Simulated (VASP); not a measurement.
Wanted: the native input for a VASP 6.6.1 run.

| Quantity | Value |
| --- | --- |
| Task | single point |
| Functional | PBEsol |
| Potentials or basis | VASP PAW PBE potentials, release 64 (W_sv, Se) |
| Cutoff | 520 eV |
| k mesh | 9 × 9 × 2 |
| Occupations | gaussian, width 0.05 eV |
| Spin | no spin polarisation |
| Dipole correction | no |
| Further INCAR settings | ALGO = Normal; EDIFF = 1e-06; NBANDS = 20 |

The structure of WSe2 lies in POSCAR:

```
WSe2
1.0
    3.4010209378      0.0000000000      0.0000000000
   -1.7005104689      2.9453705310      0.0000000000
    0.0000000000      0.0000000000     16.6611439352
W Se
1 2
Direct
    0.0000000000      0.0000000000     -0.0020625895
    0.3333333333      0.6666666667      0.1027998978
    0.3333333333      0.6666666667      0.9020016932
```

One way to write it, as run:

INCAR

```
PREC = Accurate
ENCUT = 520
EDIFF = 1E-6
ISMEAR = 0
SIGMA = 0.05
LREAL = False
LASPH = True
NELM = 60
ALGO = Normal
ISIF = 2
LWAVE = False
LCHARG = False
GGA = PS
NBANDS = 20
```

KPOINTS

```
Automatic mesh
0
Gamma
  9 9 2
```

Potentials or basis: VASP PAW PBE potentials, release 64 (W_sv, Se).

The run is started by

```console
$ cat potpaw_PBE.64/W_sv/POTCAR potpaw_PBE.64/Se/POTCAR > POTCAR
$ mpirun -np 1 vasp_std > vasp.out
```

Results of the run:

```
Largest force          : 1.837 eV/Å
Band gap on the k mesh : 1.31 eV, direct
```

Caveat: the PAW data sets were made with another functional, which shifts forces and pressure a little; spin-orbit coupling is left out, which moves the levels of the heavy elements.

It took 97 s on 1 thread of AMD EPYC 7R13 Processor (Zen 3) (shared host), peak memory 0.29 GiB.
